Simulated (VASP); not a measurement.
A run of VASP 6.6.1 is set up as follows.

Contents of INCAR:

```
SYSTEM = Mg12H
ALGO = Normal ; EDIFF = 1E-6
ENCUT = 520 ; GGA = PE
ISIF = 2 ; ISMEAR = 0
IVDW = 12 ; LASPH = .TRUE.
LCHARG = .FALSE. ; LREAL = .FALSE.
LWAVE = .FALSE. ; NBANDS = 24
NELM = 80 ; PREC = Accurate
SIGMA = 0.15
```

The input KPOINTS:

```
k-points
0
G
  3 2 3
  0 0 0
```

Contents of POSCAR:

```
Mg12H
1.0
    6.4200000000      0.0000000000      0.0000000000
   -4.8150000000      8.3398250000      0.0000000000
    0.0000000000      0.0000000000      5.2130400000
Mg H
12 1
Direct
   -0.0002164123      0.0005023787     -0.0031095331
    0.1632489238      0.2212316286      0.4984611833
    0.0001702449      0.3333260478     -0.0031924778
    0.1696884726      0.5495427709      0.5030453124
    0.0007840519      0.6672003160      0.0040356743
    0.1723391760      0.8985961865      0.5008274747
    0.5013355319      0.0007574016     -0.0037435599
    0.6702856660      0.2242800095      0.4940244456
    0.4979137245      0.3322295934     -0.0024213577
    0.6561542022      0.5506469773      0.5034345391
    0.5004895083      0.6675679367     -0.0037700897
    0.6684910540      0.8899272565      0.4964983977
    0.0021584661      0.6686277466      0.3953628810
```

Potentials or basis: VASP PAW PBE potentials, release 64 (Mg, H).

Command:

```bash
$ cat potpaw_PBE.64/Mg/POTCAR potpaw_PBE.64/H/POTCAR > POTCAR
$ mpirun -np 1 vasp_std > vasp.out
```

(1) What does it give for the largest force?

(2) What does it give for the pressure?

Results:

(1) 0.027 eV/Å.

(2) -2.2 GPa.

Caveat: the k points lie up to 0.40 Å⁻¹ apart.
